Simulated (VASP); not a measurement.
# Ru (P6_3/mmc) in VASP: further runs, part 2 of 2

VASP 6.6.1. Earlier steps stand in the parts before.

### Step 4. Electric field gradients, PBEsol (zz strain of -2 %)

INCAR reads:

```
ALGO = Normal ; EDIFF = 1E-8
ENCUT = 520 ; GGA = PS
ISIF = 2 ; ISMEAR = -1
LASPH = T ; LCHARG = F
LEFG = T ; LREAL = F
LWAVE = F ; NBANDS = 21
NELM = 80 ; PREC = Accurate
SIGMA = 0.03
```

KPOINTS reads:

```
k-points
0
Gamma
  14 14 8
```

POSCAR reads:

```
Ru
1.0
    2.7057993342      0.0000000000      0.0000000000
   -1.3528996671      2.3432909610      0.0000000000
    0.0000000000      0.0000000000      4.1962620000
Ru
2
Direct
    0.3333333333      0.6666666667      0.2500000000
    0.6666666667      0.3333333333      0.7500000000
```

Potentials or basis: VASP PAW PBE potentials, release 64 (Ru_pv).

The run is started by

```
$ cat potpaw_PBE.64/Ru_pv/POTCAR > POTCAR
$ mpirun -np 1 vasp_std > vasp.out
```

OUTCAR:

```text
EDIFF = 1E-8
   ENCUT = 520
   GGA = PS
   ISIF = 2
   ISMEAR = -1
   LASPH = T
   LREAL = F
   NELM = 80
   PREC = Accurate

 ion  position               nearest neighbor table
   1  0.333  0.667  0.250-   2 2.62   2 2.62   2 2.62   2 2.62   2 2.62   2 2.62
   2  0.667  0.333  0.750-   1 2.62   1 2.62   1 2.62   1 2.62   1 2.62   1 2.62

  LATTYP: Found a hexagonal cell.
 ALAT       =     2.7057993342
 C/A-ratio  =     1.5508400593

  Lattice vectors:

 A1 = (   2.7057993342,   0.0000000000,   0.0000000000)
 A2 = (  -1.3528996671,   2.3432909610,   0.0000000000)
 A3 = (   0.0000000000,   0.0000000000,   4.1962620000)

Analysis of symmetry for initial positions (statically):
=====================================================================
 Subroutine PRICEL returns:
 Original cell was already a primitive cell.

 Routine SETGRP: Setting up the symmetry group for a
 hexagonal supercell.

 Subroutine GETGRP returns: Found 24 space group operations
 (whereof 12 operations were pure point group operations)
 out of a pool of 24 trial point group operations.

The static configuration has the point symmetry D_3d.
 The point group associated with its full space group is D_6h.

Analysis of symmetry for dynamics (positions and initial velocities):
=====================================================================
 Subroutine PRICEL returns:
 Original cell was already a primitive cell.

 Routine SETGRP: Setting up the symmetry group for a
 hexagonal supercell.

 Subroutine GETGRP returns: Found 24 space group operations
 (whereof 12 operations were pure point group operations)
 out of a pool of 24 trial point group operations.

The dynamic configuration has the point symmetry D_3d.
 The point group associated with its full space group is D_6h.

 Subroutine INISYM returns: Found 24 space group operations
 (whereof 12 operations are pure point group operations),
 and found     1 'primitive' translations

----------------------------------------------------------------------------------------

                                     Primitive cell

  volume of cell :      26.6063

  direct lattice vectors                    reciprocal lattice vectors
     2.705799334  0.000000000  0.000000000     0.369576556  0.213375124  0.000000000
    -1.352899667  2.343290961  0.000000000     0.000000000  0.426750249  0.000000000
     0.000000000  0.000000000  4.196262000     0.000000000  0.000000000  0.238307332

  length of vectors
     2.705799334  2.705799334  4.196262000     0.426750249  0.426750249  0.238307332

  position of ions in fractional coordinates (direct lattice)
     0.333333333  0.666666667  0.250000000
     0.666666667  0.333333333  0.750000000

  ion indices of the primitive-cell ions
   primitive index   ion index
                 1           1
                 2           2

[... 76 lines left out ...]
   NFREE  =      0    steps in history (QN), initial steepest desc. (CG)
   ISIF   =      2    stress and relaxation
   ISYM   =      2    0-nonsym 1-usesym 2-fastsym
   POTIM  = 0.5000    time-step for ionic-motion
   TEBEG  =    0.0;   TEEND  =   0.0 temperature during run
   PSTRESS=    0.0 pullay stress
   NELECT =      28.0000    total number of electrons
   NUPDOWN=      -1.0000    fix difference up-down
   EMIN   =  10.00;   EMAX   =-10.00  energy-range for DOS
   EFERMI =   0.00;   METHOD = LEGACY
   ISMEAR =    -1;   SIGMA  =   0.03  broadening in eV -4-tet -1-fermi 0-gaus
   EFERMI_NEDOS =   21; number of points for ismear=-14 and -15
   IALGO  =     38    algorithm
   IMIX   =      4    mixing-type and parameters
     AMIX     =   0.40;   BMIX     =  1.00
     AMIX_MAG =   1.60;   BMIX_MAG =  1.00
  volume/ion in A,a.u.               =      13.30        89.77
  Fermi-wavevector in a.u.,A,eV,Ry     =   1.665199  3.146769 37.727410  2.772886
  Thomas-Fermi vector in A             =   2.751610
   LORBIT       =      0    0 simple, 1 ext, 2 COOP (PROOUT), +10 PAW based schemes
   GGA     = PS    functional components
   LHFCALC =     F    Hartree Fock is set to
   AEXX    =    0.0000 exact exchange contribution
   IVDW    =     0    specifies the selected vdW correction
   LEPSILON=     F    determine dielectric tensor
   LRPA    =     F    only Hartree local field effects (RPA)
 non-spin polarized calculation
  energy-cutoff  :      520.00
  volume of cell :       26.61
 maximum number of plane-waves:       732
 NGX is ok and might be reduce to    20
   NGX =  9   NGY =  9   NGZ = 15

 number of electron      27.9999997 magnetization

 Free energy of the ion-electron system (eV)
  ---------------------------------------------------
  ext. energy  EPLUGINS =         0.00000000
  ---------------------------------------------------
  free energy    TOTEN  =       -20.33114849 eV

  energy without entropy =      -20.32519952  energy(sigma->0) =      -20.32817401

 E-fermi :  13.0744     XC(G=0): -14.4061

 val. band max:       13.0682031529   @ k =   0.1429   0.1429   0.2500
 cond. band min:      13.0782856044   @ k =   0.2857   0.0714   0.0000
 fundamental gap:      0.0100824515
 Fermi energy:        13.0744107128

 k-point     1 :       0.0000    0.0000    0.0000
  band No.  band energies     occupation
      1     -30.6432      2.00000
      2     -29.6325      2.00000
      3     -29.6325      2.00000
      4     -29.4303      2.00000
      5     -29.4303      2.00000
      6     -29.3620      2.00000
[... 565 lines left out ...]
     20      23.3266      0.00000
     21      23.3271      0.00000

 [... further k-points ...]

------------------------ aborting loop because EDIFF is reached ----------------------------------------

  FORCE on cell =-STRESS in cart. coord.  units (eV):
  Direction    XX          YY          ZZ          XY          YZ          ZX
  --------------------------------------------------------------------------------------
  -------------------------------------------------------------------------------------
  Total       -0.3329379     -0.3329379      1.0851762      0.0000000      0.0000000      0.0000000
  in kB      -20.0488490    -20.0488490     65.3471169      0.0000000      0.0000000      0.0000000
  external PRESSURE =       8.4164730 kB  Pullay stress =       0.0000000 kB

 VOLUME and BASIS-vectors are now :
 -----------------------------------------------------------------------------
  energy-cutoff  :      520.00
  volume of cell :       26.61
      direct lattice vectors                 reciprocal lattice vectors
     2.705799334  0.000000000  0.000000000     0.369576556  0.213375124  0.000000000
    -1.352899667  2.343290961  0.000000000     0.000000000  0.426750249  0.000000000
     0.000000000  0.000000000  4.196262000     0.000000000  0.000000000  0.238307332

 POSITION                                       TOTAL-FORCE (eV/Angst)
 -----------------------------------------------------------------------------------
     -0.00000      1.56219      1.04907        -0.000000      0.000000      0.000000
      1.35290      0.78110      3.14720         0.000000      0.000000      0.000000
 -----------------------------------------------------------------------------------
    total drift:                               -0.000000      0.000000     -0.000000

  FREE ENERGIE OF THE ION-ELECTRON SYSTEM (eV)
  ---------------------------------------------------
  free  energy   TOTEN  =       -20.3311484946 eV

  energy  without entropy=      -20.3251995180  energy(sigma->0) =      -20.32817401

 Electric field gradients (V/A^2)
---------------------------------------------------------------------
 ion       V_xx      V_yy      V_zz      V_xy      V_xz      V_yz
---------------------------------------------------------------------
   1      11.207    11.209   -22.417     0.002     0.000    -0.000
   2      11.207    11.209   -22.417     0.002    -0.000     0.000
---------------------------------------------------------------------

 Electric field gradients after diagonalization (V/A^2)
 (convention: |V_zz| > |V_xx| > |V_yy|)
----------------------------------------------------------------------
 ion       V_xx      V_yy      V_zz     asymmetry (V_yy - V_xx)/ V_zz
----------------------------------------------------------------------
   1      11.211    11.206   -22.417       0.000
   2      11.211    11.206   -22.417       0.000
----------------------------------------------------------------------

           NMR quadrupolar parameters

 Cq : quadrupolar parameter    Cq=e*Q*V_zz/h
 eta: asymmetry parameters     (V_yy - V_xx)/ V_zz
 Q  : nuclear electric quadrupole moment in mb (millibarn)
----------------------------------------------------------------------
 ion       Cq(MHz)       eta       Q (mb)
----------------------------------------------------------------------
   1      -0.054       0.000       1.000
   2      -0.054       0.000       1.000
----------------------------------------------------------------------
```

Run time: 91 s. Hardware: 1 thread of Intel Xeon 8259CL, shared host; peak memory 0.18 GiB.

Results:

- Free energy: -20.3311 eV
- Pressure: 0.8 GPa
- Band gap on the k mesh: zero (bands 14 and 15 overlap by 3.31 eV)
- Largest electric field gradient by atom: Ru -22.4 V/Å²

Electric field gradients, principal values (V/Å²):
| atom | least | middle | greatest (by size) |
| --- | --- | --- | --- |
| 1 Ru | 11.206 | 11.211 | -22.417 |
| 2 Ru | 11.206 | 11.211 | -22.417 |

Caveat: the cell differs from its parent crystal (zz strain of -2 %); without QUAD_EFG the Cq values of the log hold for a quadrupole moment of 1 mb, not for the nuclei; the PAW data sets were made with another functional, which shifts forces and pressure a little.
